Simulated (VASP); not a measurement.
# SnO2 (P4_2/mnm) in VASP: settings compared

SnO2 is run at these levels: PBE, PBE+D3(BJ); tasks: single point, relaxation of shape and atoms at fixed volume.

All numbers are computed with VASP 6.6.1; they aren't measurements. Logs are shortened: lines on timing, memory, paths and dates and some standing lists are left out, and cuts for length are marked.

## 1. The cell of the first run

The structure is tetragonal, space group P4_2/mnm (No. 136). Conventional cell: a = 4.645 Å, b = 4.645 Å, c = 3.183 Å, α = 90.00°, β = 90.00°, γ = 90.00°. Sn (site symmetry mmm) has 6 O at 2.01 to 2.04 Å within 2.7 Å. Within 2.7 Å of O (site symmetry m2m) lie 3 Sn at 2.01 to 2.04 Å and 1 O at 2.56 Å.

## 2. Single point, PBE (11.45 Å³/atom)

Input file INCAR:

```
ALGO = Normal ; EDIFF = 1E-6
ENCUT = 520 ; GGA = PE
ISIF = 2 ; ISMEAR = 0
LASPH = T ; LCHARG = F
LREAL = F ; LWAVE = F
NBANDS = 64 ; NELM = 80
PREC = Accurate ; SIGMA = 0.02
```

Input file KPOINTS:

```
k-points
0
Gamma
  6 6 6
```

Input file POSCAR:

```
SnO2
1.0
   -3.1828918098      3.2844735281      3.2844735281
    3.1828918098     -3.2844735281      3.2844735281
    3.1828918098      3.2844735281     -3.2844735281
Sn O
4 8
Direct
    1.0000000000      0.2500000000      0.7500000000
    0.0000000000      0.7500000000      0.2500000000
    0.5000000000      0.5000000000      0.5000000000
    0.5000000000      0.0000000000      0.0000000000
    0.1946447404      0.1946447404      0.5000000000
    0.6946447404      0.7500000000      0.9446447404
    0.1946447404      0.6946447404      1.0000000000
    0.3053552596      0.7500000000      0.5553552596
    0.6946447404      0.2500000000      0.4446447404
    0.3053552596      0.2500000000      0.0553552596
    0.8053552596      0.3053552596      0.0000000000
    0.8053552596      0.8053552596      0.5000000000
```

Potentials or basis: VASP PAW PBE potentials, release 64 (Sn_d, O).

On the command line:

```bash
$ cat potpaw_PBE.64/Sn_d/POTCAR potpaw_PBE.64/O/POTCAR > POTCAR
$ mpirun -np 1 vasp_std > vasp.out
```

OUTCAR:

```text
EDIFF = 1E-6
   ENCUT = 520
   GGA = PE
   ISIF = 2
   ISMEAR = 0
   LASPH = T
   LREAL = F
   NELM = 80
   PREC = Accurate

 ion  position               nearest neighbor table
   1  0.000  0.250  0.750-   9 2.01  10 2.01   5 2.04   7 2.04  11 2.04  12 2.04   2 3.18   2 3.18
                             4 3.65   3 3.65   4 3.65   3 3.65   3 3.65   4 3.65   4 3.65   3 3.65
   2  0.000  0.750  0.250-   6 2.01   8 2.01   7 2.04   5 2.04  11 2.04  12 2.04   1 3.18   1 3.18
                             4 3.65   4 3.65   3 3.65   3 3.65   3 3.65   4 3.65   3 3.65   4 3.65
   3  0.500  0.500  0.500-   5 2.01  12 2.01   8 2.04   9 2.04  10 2.04   6 2.04   4 3.18   4 3.18
                             1 3.65   2 3.65   1 3.65   2 3.65   1 3.65   2 3.65   1 3.65   2 3.65
   4  0.500  0.000  0.000-   7 2.01  11 2.01   8 2.04   9 2.04  10 2.04   6 2.04   3 3.18   3 3.18
                             2 3.65   1 3.65   1 3.65   2 3.65   1 3.65   2 3.65   2 3.65   1 3.65
   5  0.195  0.195  0.500-   3 2.01   2 2.04   1 2.04
   6  0.695  0.750  0.945-   2 2.01   3 2.04   4 2.04
   7  0.195  0.695  0.000-   4 2.01   2 2.04   1 2.04
   8  0.305  0.750  0.555-   2 2.01   3 2.04   4 2.04
   9  0.695  0.250  0.445-   1 2.01   3 2.04   4 2.04
  10  0.305  0.250  0.055-   1 2.01   3 2.04   4 2.04
  11  0.805  0.305  0.000-   4 2.01   2 2.04   1 2.04
  12  0.805  0.805  0.500-   3 2.01   2 2.04   1 2.04

  LATTYP: Found a body centered tetragonal cell.
 ALAT       =     6.5689470562
 C/A-ratio  =     0.9690721458

  Lattice vectors:

 A1 = (  -3.1828918098,   3.2844735281,  -3.2844735281)
 A2 = (  -3.1828918098,  -3.2844735281,   3.2844735281)
 A3 = (   3.1828918098,   3.2844735281,   3.2844735281)

Analysis of symmetry for initial positions (statically):
=====================================================================
 Subroutine PRICEL returns following result:

  LATTYP: Found a simple tetragonal cell.
 ALAT       =     4.6449470087
 C/A-ratio  =     0.6852374858

  Lattice vectors:

 A1 = (   0.0000000000,  -3.2844735281,  -3.2844735281)
 A2 = (   0.0000000000,   3.2844735281,  -3.2844735281)
 A3 = (   3.1828918098,   0.0000000000,   0.0000000000)

   2 primitive cells build up your supercell.

 Routine SETGRP: Setting up the symmetry group for a
 body centered tetragonal supercell.

 Subroutine GETGRP returns: Found 16 space group operations
 (whereof  4 operations were pure point group operations)
 out of a pool of 16 trial point group operations.

The static configuration has the point symmetry C_2h.
 The point group associated with its full space group is D_4h.

Analysis of symmetry for dynamics (positions and initial velocities):
=====================================================================
 Subroutine PRICEL returns following result:

  LATTYP: Found a simple tetragonal cell.
 ALAT       =     4.6449470087
 C/A-ratio  =     0.6852374858

  Lattice vectors:

 A1 = (   0.0000000000,  -3.2844735281,  -3.2844735281)
 A2 = (   0.0000000000,   3.2844735281,  -3.2844735281)
 A3 = (   3.1828918098,   0.0000000000,   0.0000000000)

   2 primitive cells build up your supercell.

 Routine SETGRP: Setting up the symmetry group for a
 body centered tetragonal supercell.

 Subroutine GETGRP returns: Found 16 space group operations
 (whereof  4 operations were pure point group operations)
 out of a pool of 16 trial point group operations.

The dynamic configuration has the point symmetry C_2h.
 The point group associated with its full space group is D_4h.

 Subroutine INISYM returns: Found 16 space group operations
 (whereof  4 operations are pure point group operations),
 and found     2 'primitive' translations

----------------------------------------------------------------------------------------

                                     Primitive cell

  volume of cell :      68.6726

  direct lattice vectors                    reciprocal lattice vectors
     0.000000000 -3.284473528 -3.284473528     0.000000000 -0.152231399 -0.152231399
     0.000000000  3.284473528 -3.284473528     0.000000000  0.152231399 -0.152231399
[... 26 lines left out ...]
Automatic generation of k-mesh.
 Grid dimensions read from file:
 generate k-points for:    6    6    6

 Generating k-lattice:

  Cartesian coordinates                     Fractional coordinates (reciprocal lattice)
     0.000000000  0.025371900  0.025371900     0.166666667  0.000000000  0.000000000
     0.026181642  0.000000000  0.025371900     0.000000000  0.166666667 -0.000000000
     0.026181642  0.025371900  0.000000000     0.000000000 -0.000000000  0.166666667

  Length of vectors
     0.035881285  0.036458355  0.036458355

  Shift w.r.t. Gamma in fractional coordinates (k-lattice)
     0.000000000  0.000000000  0.000000000

 Subroutine IBZKPT returns following result:
 ===========================================

 Found     30 irreducible k-points:

 Following reciprocal coordinates:
            Coordinates               Weight
  0.000000  0.000000  0.000000      1.000000
  0.166667  0.000000  0.000000      4.000000
  0.333333  0.000000  0.000000      4.000000
  0.500000  0.000000  0.000000      2.000000
 -0.000000  0.166667  0.000000      8.000000
  0.166667  0.166667  0.000000     16.000000
[... 16 lines left out ...]
  0.166667 -0.166667  0.166667      4.000000
  0.333333 -0.166667  0.166667      8.000000
 [... further k-points ...]
   k-points           NKPTS =     30   k-points in BZ     NKDIM =     30   number of bands    NBANDS=     64
   number of dos      NEDOS =    301   number of ions     NIONS =     12
   total plane-waves  NPLWV =  74088
   dimension x,y,z NGX =    42 NGY =   42 NGZ =   42
   dimension x,y,z NGXF=    84 NGYF=   84 NGZF=   84
   ions per type =               4   8
   NGX,Y,Z   is equivalent  to a cutoff of  12.40, 12.40, 12.40 a.u.
   NGXF,Y,Z  is equivalent  to a cutoff of  24.80, 24.80, 24.80 a.u.
 SYSTEM =  unknown system
   PREC   = accura    normal or accurate (medium, high low for compatibility)
   ISTART =      0    job   : 0-new  1-cont  2-samecut
   ICHARG =      2    charge: 1-file 2-atom 10-const
   ISPIN  =      1    spin polarized calculation?
   LNONCOLLINEAR =      F non collinear calculations
   LSORBIT =      F    spin-orbit coupling
   LASPH  =      T    aspherical Exc in radial PAW
   ENCUT  =  520.0 eV  38.22 Ry    6.18 a.u.  10.47 10.47 10.47*2*pi/ulx,y,z
   NELM   =     80;   NELMIN=  2; NELMDL= -5     # of ELM steps
   EDIFF  = 0.1E-05   stopping-criterion for ELM
   LREAL  =      F    real-space projection
   EDIFFG = 0.1E-04   stopping-criterion for IOM
   NSW    =      0    number of steps for IOM
   IBRION =     -1    ionic relax: 0-MD 1-quasi-New 2-CG
   NFREE  =      0    steps in history (QN), initial steepest desc. (CG)
   ISIF   =      2    stress and relaxation
   ISYM   =      2    0-nonsym 1-usesym 2-fastsym
   POTIM  = 0.5000    time-step for ionic-motion
   TEBEG  =    0.0;   TEEND  =   0.0 temperature during run
   PSTRESS=    0.0 pullay stress
   NELECT =     104.0000    total number of electrons
   NUPDOWN=      -1.0000    fix difference up-down
   EMIN   =  10.00;   EMAX   =-10.00  energy-range for DOS
   EFERMI =   0.00;   METHOD = LEGACY
   ISMEAR =     0;   SIGMA  =   0.02  broadening in eV -4-tet -1-fermi 0-gaus
   EFERMI_NEDOS =   21; number of points for ismear=-14 and -15
   IALGO  =     38    algorithm
   IMIX   =      4    mixing-type and parameters
     AMIX     =   0.40;   BMIX     =  1.00
     AMIX_MAG =   1.60;   BMIX_MAG =  1.00
  volume/ion in A,a.u.               =      11.45        77.24
  Fermi-wavevector in a.u.,A,eV,Ry     =   1.492158  2.819770 30.293854  2.226535
  Thomas-Fermi vector in A             =   2.604722
   LORBIT       =      0    0 simple, 1 ext, 2 COOP (PROOUT), +10 PAW based schemes
   GGA     = PE    functional components
   LHFCALC =     F    Hartree Fock is set to
   AEXX    =    0.0000 exact exchange contribution
   IVDW    =     0    specifies the selected vdW correction
   LEPSILON=     F    determine dielectric tensor
   LRPA    =     F    only Hartree local field effects (RPA)
 non-spin polarized calculation
 Gauss-broadening in eV      SIGMA  =   0.02
  energy-cutoff  :      520.00
  volume of cell :      137.35
 maximum number of plane-waves:      3722
 NGX is ok and might be reduce to    42
   NGX = 21   NGY = 21   NGZ = 21

 number of electron     104.0000000 magnetization

 Free energy of the ion-electron system (eV)
  ---------------------------------------------------
  ext. energy  EPLUGINS =         0.00000000
  ---------------------------------------------------
  free energy    TOTEN  =       -73.76669981 eV

  energy without entropy =      -73.76669981  energy(sigma->0) =      -73.76669981

 E-fermi :   6.7360     XC(G=0): -11.4875

 val. band max:        6.6391156446   @ k =   0.0000   0.0000   0.0000
 cond. band min:       8.3105845444   @ k =   0.0000   0.0000   0.0000
 fundamental gap:      1.6714688998
 Fermi energy:         6.7360396276

 k-point     1 :       0.0000    0.0000    0.0000
  band No.  band energies     occupation
      1     -14.5420      2.00000
      2     -14.1985      2.00000
      3     -14.1985      2.00000
      4     -13.7717      2.00000
      5     -13.7717      2.00000
      6     -13.6126      2.00000
[... 1597 lines left out ...]
     63      17.8812      0.00000
     64      18.3857      0.00000

 [... further k-points ...]

------------------------ aborting loop because EDIFF is reached ----------------------------------------

  FORCE on cell =-STRESS in cart. coord.  units (eV):
  Direction    XX          YY          ZZ          XY          YZ          ZX
  --------------------------------------------------------------------------------------
  -------------------------------------------------------------------------------------
  Total       18.3038066     17.9874594     17.9874594      0.0000000     -0.0000000      0.0000000
  in kB      213.5200202    209.8297244    209.8297244      0.0000000     -0.0000000      0.0000000
  external PRESSURE =     211.0598230 kB  Pullay stress =       0.0000000 kB

 VOLUME and BASIS-vectors are now :
 -----------------------------------------------------------------------------
  energy-cutoff  :      520.00
  volume of cell :      137.35
      direct lattice vectors                 reciprocal lattice vectors
    -3.182891810  3.284473528  3.284473528     0.000000000  0.152231399  0.152231399
     3.182891810 -3.284473528  3.284473528     0.157089851  0.000000000  0.152231399
     3.182891810  3.284473528 -3.284473528     0.157089851  0.152231399  0.000000000

 POSITION                                       TOTAL-FORCE (eV/Angst)
 -----------------------------------------------------------------------------------
      3.18289      1.64224     -1.64224        -0.000000      0.000000      0.000000
      3.18289     -1.64224      1.64224        -0.000000      0.000000      0.000000
      1.59145      1.64224      1.64224        -0.000000      0.000000      0.000000
     -1.59145      1.64224      1.64224        -0.000000      0.000000      0.000000
      1.59145      1.64224     -0.36363         0.000000      0.000000      0.013299
      3.18289      2.92085      1.64224         0.000000      0.013299      0.000000
      1.59145     -1.64224      2.92085         0.000000      0.000000      0.013299
      3.18289      0.36363      1.64224        -0.000000     -0.013299      0.000000
     -0.00000      2.92085      1.64224         0.000000      0.013299      0.000000
      0.00000      0.36363      1.64224        -0.000000     -0.013299      0.000000
     -1.59145      1.64224      3.64810        -0.000000      0.000000     -0.013299
      1.59145      1.64224      3.64810        -0.000000      0.000000     -0.013299
 -----------------------------------------------------------------------------------
    total drift:                               -0.000000     -0.000000      0.000000

  FREE ENERGIE OF THE ION-ELECTRON SYSTEM (eV)
  ---------------------------------------------------
  free  energy   TOTEN  =       -73.7666998146 eV

  energy  without entropy=      -73.7666998146  energy(sigma->0) =      -73.76669981
```

Wall time 5.7 min (1 thread of Intel Xeon Platinum 8375C at 2.90GHz (Ice Lake), shared host); peak memory 0.36 GiB.

Results:

- Free energy: -73.7667 eV
- Pressure: 21.1 GPa
- Largest force: 0.013 eV/Å
- Band gap on the k mesh: 1.67 eV

Forces in eV/Å, atoms in the order of the input:
```
Sn   0.000  0.000  0.000
Sn   0.000  0.000  0.000
Sn   0.000  0.000  0.000
Sn   0.000  0.000  0.000
O    0.000  0.000  0.013
O    0.000  0.013  0.000
O    0.000  0.000  0.013
O    0.000 -0.013  0.000
O    0.000  0.013  0.000
O    0.000 -0.013  0.000
O    0.000  0.000 -0.013
O    0.000  0.000 -0.013
```

Stress tensor (GPa, compression positive):
```
21.35  0.00  0.00
 0.00 20.98  0.00
 0.00  0.00 20.98
```

Levels at points of the mesh, in eV from the valence-band top:
| k point | band 50 | band 51 | band 52 | band 53 | band 54 | band 55 |
| --- | --- | --- | --- | --- | --- | --- |
| (0.00, 0.00, 0.00) | -0.80 | -0.80 | 0.00 | 1.67 | 5.27 | 5.27 |
| (0.50, 0.00, 0.00) | -0.63 | -0.62 | -0.62 | 4.87 | 4.87 | 6.98 |
| (0.00, 0.50, 0.00) | -0.87 | -0.53 | -0.53 | 5.01 | 5.01 | 6.65 |
| (0.50, 0.50, 0.50) | -1.31 | -0.90 | -0.90 | 5.29 | 5.29 | 6.66 |

Caveat: the cell stands under pressure; spin-orbit coupling is left out, which moves the levels of the heavy elements.

## 3. Single point, PBE (11.82 Å³/atom)

This run uses another cell than the first one, of 11.82 Å³/atom.

Input file INCAR:

```
SYSTEM = SnO2
PREC     = Accurate       ! precision mode
ENCUT    = 520            ! plane-wave cutoff, eV
EDIFF    = 1E-6           ! SCF threshold, eV
ISMEAR   = 0              ! smearing method
SIGMA    = 0.02           ! smearing width, eV
LREAL    = .FALSE.        ! projectors in reciprocal space
LASPH    = .TRUE.         ! aspherical terms in the spheres
NELM     = 100            ! most SCF steps
ALGO     = Normal         ! electronic algorithm
ISIF     = 2              ! what is computed and relaxed
LWAVE    = .FALSE.        ! write WAVECAR
LCHARG   = .FALSE.        ! write CHGCAR
GGA      = PE             ! functional
NBANDS   = 64             ! bands
```

Input file KPOINTS:

```
Automatic mesh
0
G
  6 6 6
  0 0 0
```

Input file POSCAR:

```
SnO2
1.0
   -3.2026044922      3.3278847738      3.3278847738
    3.2026044922     -3.3278847738      3.3278847738
    3.2026044922      3.3278847738     -3.3278847738
Sn O
4 8
Direct
    1.0000000000      0.2500000000      0.7500000000
    0.0000000000      0.7500000000      0.2500000000
    0.5000000000      0.5000000000      0.5000000000
    0.5000000000      0.0000000000      0.0000000000
    0.1943978802      0.1943978802      0.5000000000
    0.6943978802      0.7500000000      0.9443978802
    0.1943978802      0.6943978802      1.0000000000
    0.3056021198      0.7500000000      0.5556021198
    0.6943978802      0.2500000000      0.4443978802
    0.3056021198      0.2500000000      0.0556021198
    0.8056021198      0.3056021198      0.0000000000
    0.8056021198      0.8056021198      0.5000000000
```

Potentials or basis: VASP PAW PBE potentials, release 64 (Sn_d, O).

On the command line:

```bash
$ cat potpaw_PBE.64/Sn_d/POTCAR potpaw_PBE.64/O/POTCAR > POTCAR
$ mpirun -np 1 vasp_std > vasp.out
```

Run time: 7.1 min. Hardware: 1 thread of Intel Xeon Platinum 8375C at 2.90GHz (Ice Lake), shared host; peak memory 0.37 GiB.

It converged, with:

* Free energy: -74.2507 eV
* Pressure: 13.0 GPa
* Largest force: 0.014 eV/Å
* Band gap on the k mesh: 1.30 eV

Forces on the atoms (eV/Å):
```
Sn   0.000  0.000  0.000
Sn   0.000  0.000  0.000
Sn   0.000  0.000  0.000
Sn   0.000  0.000  0.000
O    0.000  0.000  0.014
O    0.000  0.014  0.000
O    0.000  0.000  0.014
O    0.000 -0.014  0.000
O    0.000  0.014  0.000
O    0.000 -0.014  0.000
O    0.000  0.000 -0.014
O    0.000  0.000 -0.014
```

Stress tensor (GPa, compression positive):
```
13.22  0.00  0.00
 0.00 12.87  0.00
 0.00  0.00 12.87
```

Levels at points of the mesh, in eV from the valence-band top:
```tsv
k point	band 48	band 49	band 50	band 51	band 52	band 53	band 54	band 55	band 56	band 57
(0.00, 0.00, 0.00)	-0.83	-0.83	-0.78	-0.78	0.00	1.30	4.93	4.93	6.17	6.29
(0.50, 0.00, 0.00)	-1.11	-0.67	-0.67	-0.62	-0.62	4.52	4.52	6.57	6.57	7.08
(0.00, 0.50, 0.00)	-1.02	-0.85	-0.85	-0.52	-0.52	4.64	4.64	6.28	6.28	8.71
(0.50, 0.50, 0.50)	-1.34	-1.26	-1.26	-0.89	-0.89	4.92	4.92	6.27	6.27	7.55
```

Caveat: the cell stands under pressure; spin-orbit coupling is left out, which moves the levels of the heavy elements.

## 4. Relaxation of shape and atoms at fixed volume, PBE (13.33 Å³/atom)

This run uses another cell than the first one, of 13.33 Å³/atom.

Input file INCAR:

```
SYSTEM = SnO2
ALGO = Normal ; EDIFF = 1E-7
EDIFFG = -0.01 ; ENCUT = 600
GGA = PE ; IBRION = 2
ISIF = 4 ; ISMEAR = 0
LASPH = .True. ; LCHARG = .False.
LREAL = .False. ; LWAVE = .False.
NELM = 100 ; NSW = 50
PREC = Accurate ; SIGMA = 0.02
```

Input file KPOINTS:

```
k-points
0
Gamma
  6 6 6
  0 0 0
```

Input file POSCAR:

```
SnO2
1.0
   -3.2849008546      3.4893749024      3.4893777084
    3.2849008546     -3.4893749024      3.4893777084
    3.2849008546      3.4893749024     -3.4893777084
Sn O
4 8
Direct
    1.0000000000      0.2500000000      0.7500000000
    0.0000000000      0.7500000000      0.2500000000
    0.5000000000      0.5000000000      0.5000000000
    0.5000000000      0.0000000000      0.0000000000
    0.1926562006      0.1926562006      0.5000000000
    0.6926560848      0.7500000000      0.9426560848
    0.1926562006      0.6926562006      1.0000000000
    0.3073439152      0.7500000000      0.5573439152
    0.6926560848      0.2500000000      0.4426560848
    0.3073439152      0.2500000000      0.0573439152
    0.8073437994      0.3073437994      0.0000000000
    0.8073437994      0.8073437994      0.5000000000
```

On the command line:

```bash
$ cat potpaw_PBE.64/Sn_d/POTCAR potpaw_PBE.64/O/POTCAR > POTCAR
$ mpirun -np 1 vasp_std > vasp.out
```

Wall time 19 min (1 thread of Oxide Virtual Turin-like, shared host); peak memory 0.47 GiB.

Results (log left out):

```yaml
Free_energy: -74.4289 eV
Energy_gained_by_relaxing: 0.5 meV/atom
Ionic_steps: 3
Pressure_after_relaxing: -8.0 GPa
Largest_force_after_relaxing: 0.009 eV/Å
Band_gap_on_the_k_mesh: 0.18 eV
```

Forces on the atoms (eV/Å):
```
Sn   0.000  0.000  0.000
Sn   0.000  0.000  0.000
Sn   0.000  0.000  0.000
Sn   0.000  0.000  0.000
O    0.000  0.000  0.009
O    0.000  0.009  0.000
O    0.000  0.000  0.009
O    0.000 -0.009  0.000
O    0.000  0.009  0.000
O    0.000 -0.009  0.000
O    0.000  0.000 -0.009
O    0.000  0.000 -0.009
```

The path:
```csv
step,energy change (eV),largest force (eV/Å),pressure (GPa),volume (Å³)
1,0.0000,0.0882,-8.44,159.98
2,-0.0051,0.0200,-8.12,159.98
3,-0.0055,0.0092,-7.97,159.98
```

Final structure:
```
CELL_PARAMETERS angstrom
-3.26798 3.49840 3.49840
3.26798 -3.49840 3.49840
3.26798 3.49840 -3.49840
ATOMIC_POSITIONS crystal
Sn 0.00000 0.25000 0.75000
Sn 0.00000 0.75000 0.25000
Sn 0.50000 0.50000 0.50000
Sn 0.50000 0.00000 0.00000
O 0.19179 0.19179 0.50000
O 0.69179 0.75000 0.94179
O 0.19179 0.69179 0.00000
O 0.30821 0.75000 0.55821
O 0.69179 0.25000 0.44179
O 0.30821 0.25000 0.05821
O 0.80821 0.30821 0.00000
O 0.80821 0.80821 0.50000
```

Levels at points of the mesh, in eV from the valence-band top:
| k point | band 50 | band 51 | band 52 | band 53 | band 54 | band 55 |
| --- | --- | --- | --- | --- | --- | --- |
| (0.00, 0.00, 0.00) | -0.71 | -0.71 | 0.00 | 0.18 | 3.90 | 3.90 |
| (0.50, 0.00, 0.00) | -0.79 | -0.59 | -0.59 | 3.34 | 3.34 | 5.24 |
| (0.00, 0.50, 0.00) | -0.77 | -0.46 | -0.46 | 3.49 | 3.49 | 5.03 |
| (0.50, 0.50, 0.50) | -1.11 | -0.82 | -0.82 | 3.70 | 3.70 | 5.01 |

Caveat: spin-orbit coupling is left out, which moves the levels of the heavy elements.

(Part 1 of 2 ends here.)
